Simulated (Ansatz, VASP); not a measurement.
Two plane-wave programs on BN

```
B N
1.0
     0.00000    1.80325    1.80325
     1.80325    0.00000    1.80325
     1.80325    1.80325    0.00000
B N
1 1
Direct
  0.00000 0.00000 0.00000
  0.75000 0.75000 0.75000
```

Alike in both runs: functional PBE; dispersion D3(BJ); k mesh 12 × 12 × 12; occupations gaussian, width 0.02 eV; no spin polarisation.

Ansatz relaxed the structure, and its values are those at the end. VASP's run is a single point on that final structure, the one shown.

|  | VASP | Ansatz |
| --- | --- | --- |
| version | VASP 6.6.1 | Ansatz 0.2.0 |
| potentials or method | VASP PAW PBE potentials, release 64 (B, N), cutoff 520 eV | scalar-relativistic, plane waves, PAW |
| valence electrons in the cell | 8 | 8 |

Ansatz gave:

- gap on the k mesh at the Fermi level (eV): 4.48
- least direct gap on the mesh (eV): 8.86
- pressure (GPa): 0.0

Q: What did VASP give for the same quantities?

A: gap on the k mesh at the Fermi level (eV): 4.47; least direct gap on the mesh (eV): 8.85; pressure (GPa): 0.3.
